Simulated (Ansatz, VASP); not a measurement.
## One calculation of TaN, two programs

```
CELL_PARAMETERS angstrom
3.12339 0.00000 0.00000
0.00000 3.12339 0.00000
0.00000 0.00000 22.62570
ATOMIC_POSITIONS crystal
Ta 0.00000 0.00000 0.35358
Ta 0.50000 0.50000 0.45119
Ta 0.00000 0.00000 0.54881
Ta 0.50000 0.50000 0.64642
N 0.50000 0.50000 0.35358
N 0.00000 0.00000 0.45119
N 0.50000 0.50000 0.54881
N 0.00000 0.00000 0.64642
```

Alike in both runs: task single point; functional PBE; k mesh 13 × 13 × 1; occupations fermi-dirac, width 0.08 eV; no spin polarisation.

|  | VASP | Ansatz |
| --- | --- | --- |
| version | VASP 6.6.1 | Ansatz 0.2.0 |
| potentials or method | VASP PAW PBE potentials, release 64 (Ta_pv, N) | PAW with Ansatz's default frozen-core files, scalar-relativistic |
| plane-wave cutoff (eV) | 520 | 420 |
| valence electrons in the cell | 64 | 72 |

VASP gave:

- gap on the k mesh at the Fermi level (eV): none
- rms of the force components (eV/Å): 0.809

**Question.** Which values does Ansatz return?

**Answer.** gap on the k mesh at the Fermi level (eV): none; rms of the force components (eV/Å): 0.812.

A gap of «none» marks a metal or a gap that the smearing closes. With one functional, cell and mesh, what is left measures potentials, basis and numerics. VASP's potentials hold 64 valence electrons a cell and Ansatz's 72, so a difference there can come from the potentials and not from the codes.

Neither program's run includes spin-orbit coupling.
